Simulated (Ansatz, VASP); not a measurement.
# TiW14 in VASP and in Ansatz

```
CELL_PARAMETERS angstrom
6.32000 0.00000 0.00000
0.00000 6.32000 0.00000
0.00000 0.00000 6.32000
ATOMIC_POSITIONS crystal
W 0.00154 0.00026 0.00264
W 0.50293 0.99777 0.00014
W 0.99923 0.50145 0.99898
W 0.99923 0.99659 0.50383
W 0.50042 0.49915 0.00263
W 0.50042 0.00025 0.50152
W 0.75284 0.25077 0.25314
W 0.24991 0.74784 0.25316
W 0.24990 0.25079 0.75023
W 0.50410 0.50144 0.50383
W 0.75563 0.74505 0.25632
W 0.75563 0.25395 0.74742
W 0.24674 0.74506 0.74743
W 0.75209 0.74861 0.75098
Ti 0.24347 0.25723 0.25962
```

Alike in both runs: functional PBE; k mesh 3 × 3 × 3; occupations gaussian, width 0.05 eV; no spin polarisation.

Ansatz relaxed the structure, and its values are those at the end. VASP's run is a single point on that final structure, the one shown.

```csv
,VASP,Ansatz
version,VASP 6.6.1,Ansatz 0.2.0
potentials or method,"VASP PAW PBE potentials, release 64 (W_sv, Ti_sv), cutoff 520 eV","scalar-relativistic, plane waves, PAW"
valence electrons in the cell,208,208
```

```csv
,VASP,Ansatz,Ansatz less VASP
rms of the force components (eV/Å),0.006,0.003,-0.0036
```

Neither program's run includes spin-orbit coupling.
